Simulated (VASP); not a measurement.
Wanted: the native input for a VASP 6.6.1 run.

```yaml
Task: single point
Functional: PBE
Potentials_or_basis: VASP PAW PBE potentials, release 64 (Zr_sv, Ga_d, As)
Cutoff: 520 eV
k_mesh: 8 × 8 × 8
Occupations: gaussian, width 0.1 eV
Spin: no spin polarisation
Dipole_correction: no
k_mesh_for_the_DOS: 12 × 12 × 12
Occupations_for_the_DOS: tetrahedron
Further_INCAR_settings: ALGO = Normal; EDIFF = 1e-07; NBANDS = 46
```

ZrGa3As4:

```
CELL_PARAMETERS angstrom
5.47080 0.00000 0.00000
0.00000 5.47080 0.00000
0.00000 0.00000 5.47080
ATOMIC_POSITIONS crystal
Zr 0.50000 0.50000 0.50000
Ga 0.50000 0.00000 0.00000
Ga 0.00000 0.50000 0.00000
Ga 0.00000 0.00000 0.50000
As 0.00000 0.50000 0.50000
As 0.50000 0.00000 0.50000
As 0.50000 0.50000 0.00000
As 0.00000 0.00000 0.00000
```

These files were run (other wordings do the same):

POSCAR

```
ZrGa3As4
1.0
    5.4708003865      0.0000000000      0.0000000000
    0.0000000000      5.4708003865      0.0000000000
    0.0000000000      0.0000000000      5.4708003865
Zr Ga As
1 3 4
Direct
    0.5000000000      0.5000000000      0.5000000000
    0.5000000000      0.0000000000      0.0000000000
    0.0000000000      0.5000000000      0.0000000000
    0.0000000000      0.0000000000      0.5000000000
    0.0000000000      0.5000000000      0.5000000000
    0.5000000000      0.0000000000      0.5000000000
    0.5000000000      0.5000000000      0.0000000000
    0.0000000000      0.0000000000      0.0000000000
```

INCAR.step1

```
ALGO     = Normal         # electronic algorithm
EDIFF    = 1E-7           # SCF threshold, eV
ENCUT    = 520            # plane-wave cutoff, eV
GGA      = PE             # functional
ISIF     = 2              # what is computed and relaxed
ISMEAR   = 0              # smearing method
LASPH    = T              # aspherical terms in the spheres
LCHARG   = T              # write CHGCAR
LMAXMIX  = 4              # l up to which the mixer works
LREAL    = F              # projectors in reciprocal space
LWAVE    = F              # write WAVECAR
NBANDS   = 46             # bands
NELM     = 60             # most SCF steps
PREC     = Accurate       # precision mode
SIGMA    = 0.1            # smearing width, eV
```

KPOINTS.step1

```
k-points
0
Gamma
  8 8 8
```

INCAR.step2

```
ALGO     = Normal         # electronic algorithm
EDIFF    = 1E-7           # SCF threshold, eV
ENCUT    = 520            # plane-wave cutoff, eV
GGA      = PE             # functional
ICHARG   = 11             # starting density
ISIF     = 2              # what is computed and relaxed
ISMEAR   = -5             # smearing method
LASPH    = T              # aspherical terms in the spheres
LCHARG   = F              # write CHGCAR
LMAXMIX  = 4              # l up to which the mixer works
LORBIT   = 10             # projections on sites
LREAL    = F              # projectors in reciprocal space
LWAVE    = F              # write WAVECAR
NBANDS   = 46             # bands
NEDOS    = 2001           # points of the DOS
NELM     = 60             # most SCF steps
PREC     = Accurate       # precision mode
SIGMA    = 0.1            # smearing width, eV
```

KPOINTS.step2

```
k-points
0
Gamma
  12 12 12
```

Potentials or basis: VASP PAW PBE potentials, release 64 (Zr_sv, Ga_d, As).

Command:

```bash
$ cat potpaw_PBE.64/Zr_sv/POTCAR potpaw_PBE.64/Ga_d/POTCAR potpaw_PBE.64/As/POTCAR > POTCAR
$ cp INCAR.step1 INCAR
$ cp KPOINTS.step1 KPOINTS
$ mpirun -np 1 vasp_std > vasp.out
$ cp INCAR.step2 INCAR
$ cp KPOINTS.step2 KPOINTS
$ mpirun -np 1 vasp_std > vasp.out
```

Results of the run:

```
Valence electrons inside the program's atomic spheres : Zr 9.67; Ga 11.48; As 2.81, 2.71 (each value once)
```

Run time: 7.8 min on 1 thread of Intel(R) Xeon(R) Platinum 8488C (Sapphire Rapids), on a shared host, peak memory 0.64 GiB.
